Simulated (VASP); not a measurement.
The system is WS2.

```
CELL_PARAMETERS angstrom
3.15481 0.00000 0.00000
-1.57740 2.73214 0.00000
0.00000 0.00000 13.22143
ATOMIC_POSITIONS crystal
W 0.66667 0.33333 0.25000
W 0.33333 0.66667 0.75000
S 0.66667 0.33333 0.63308
S 0.33333 0.66667 0.36692
S 0.66667 0.33333 0.86692
S 0.33333 0.66667 0.13308
```

- Program: VASP 6.6.1
- Task: relaxation of cell and atoms
- Functional: PBEsol
- Dispersion: D3(BJ)
- Potentials or basis: VASP PAW PBE potentials, release 64 (W_sv, S)
- Cutoff: 600 eV
- k mesh: 12 × 12 × 2
- Occupations: gaussian, width 0.02 eV
- Spin: no spin polarisation

At the start: pressure -1.6 GPa; volume 18.99 Å³/atom.

Question: Where does the relaxation end?

Answer: Over 16 steps the energy falls by 46.8 meV/atom and the volume is 16.52 Å³/atom (-13.0 %); space group P6_3/mmc (No. 194, to 0.1 Å) before and after.

The path:
| step | energy change (eV) | largest force (eV/Å) | pressure (GPa) | volume (Å³) |
| --- | --- | --- | --- | --- |
| 1 | 0.0000 | 0.4342 | -1.64 | 113.96 |
| 2 | -0.0455 | 0.3440 | 0.54 | 110.78 |
| 3 | -0.0456 | 0.3391 | 0.68 | 110.60 |
| 4 | -0.0700 | 0.0821 | -1.82 | 110.32 |
| 5 | -0.0708 | 0.1683 | -2.34 | 110.26 |
| 6 | -0.0827 | 0.1666 | -2.34 | 109.78 |
| 7 | -0.1184 | 0.1586 | -2.29 | 108.33 |
| 8 | -0.1871 | 0.1322 | -2.01 | 105.45 |
| 9 | -0.2778 | 0.0708 | -0.42 | 99.68 |
| 10 | -0.2790 | 0.0778 | 0.16 | 98.32 |
| 11 | -0.2799 | 0.0715 | -0.11 | 98.96 |
| 12 | -0.2799 | 0.0731 | -0.02 | 98.73 |
| 13 | -0.2807 | 0.0032 | 0.22 | 98.90 |
| 14 | -0.2807 | 0.0146 | 0.26 | 98.92 |
| 15 | -0.2808 | 0.0032 | -0.10 | 99.18 |
| 16 | -0.2808 | 0.0020 | 0.01 | 99.10 |

Final structure:
```yaml
crystal:
  lattice:
    - [3.11575, 0.00000, 0.00000]
    - [-1.55787, 2.69832, 0.00000]
    - [0.00000, 0.00000, 11.78735]
  atoms:
    - { symbol: W, position: [0.66667, 0.33333, 0.25000] }
    - { symbol: W, position: [0.33333, 0.66667, 0.75000] }
    - { symbol: S, position: [0.66667, 0.33333, 0.61657] }
    - { symbol: S, position: [0.33333, 0.66667, 0.38343] }
    - { symbol: S, position: [0.66667, 0.33333, 0.88343] }
    - { symbol: S, position: [0.33333, 0.66667, 0.11657] }
```

Caveat: the PAW data sets were made with another functional, which shifts forces and pressure a little.
